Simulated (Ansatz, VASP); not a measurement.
**Two plane-wave programs on Ta**

INCAR

```
SYSTEM = Ta
ALGO = Normal
EDIFF = 1E-8
ENCUT = 520
GGA = PS
ISIF = 2
ISMEAR = -1
LASPH = .True.
LCHARG = .False.
LEFG = .True.
LREAL = .False.
LWAVE = .False.
NBANDS = 12
NELM = 100
PREC = Accurate
SIGMA = 0.08
```

The input KPOINTS:

```
k-points
0
Gamma
  17 17 17
  0 0 0
```

Contents of POSCAR:

```
Ta
1.0
   -1.6175709496      1.6175709496      1.6175709496
    1.6175709496     -1.6175709496      1.6175709496
    1.6175709496      1.6175709496     -1.6175709496
Ta
1
Direct
    0.0000000000      0.0000000000      0.0000000000
```

Input for Ansatz:

```yaml
crystal:
  lattice:
    - [-1.6175709496, 1.6175709496, 1.6175709496]
    - [1.6175709496, -1.6175709496, 1.6175709496]
    - [1.6175709496, 1.6175709496, -1.6175709496]
  atoms:
    - { symbol: Ta, position: [0.0, 0.0, 0.0] }
kpoints:
  mp_grid: { grid: [17, 17, 17] }
scf:
  occupations: { method: fermi_dirac, width: 0.08 }
hamiltonian:
  xc: pbesol
  pseudopotentials: { kind: paw }
output:
  forces: true
  stress: true
  eigenvalues: true
  efg: { contact_densities: true }
```

Change from the starting cell: volume scaled by 0.94, PAW files.

Alike in both runs: task electric field gradients; functional PBEsol; k mesh 17 × 17 × 17; occupations fermi-dirac, width 0.08 eV; no spin polarisation.

```csv
,VASP,Ansatz
version,VASP 6.6.1,Ansatz 0.2.0
potentials or method,"VASP PAW PBE potentials, release 64 (Ta_pv)","PAW with Ansatz's default frozen-core files, scalar-relativistic"
plane-wave cutoff (eV),520,420
valence electrons in the cell,11,13
```

Ansatz gave:

* pressure (GPa): 9.8

Q: What did VASP give for the same quantities?

A: Pressure (GPa): 10.1.

VASP's potentials were made for PBE, not for PBEsol. With one functional, cell and mesh, what is left measures potentials, basis and numerics. VASP's potentials hold 11 valence electrons a cell and Ansatz's 13, so a difference there can come from the potentials and not from the codes.

Neither program's run includes spin-orbit coupling.
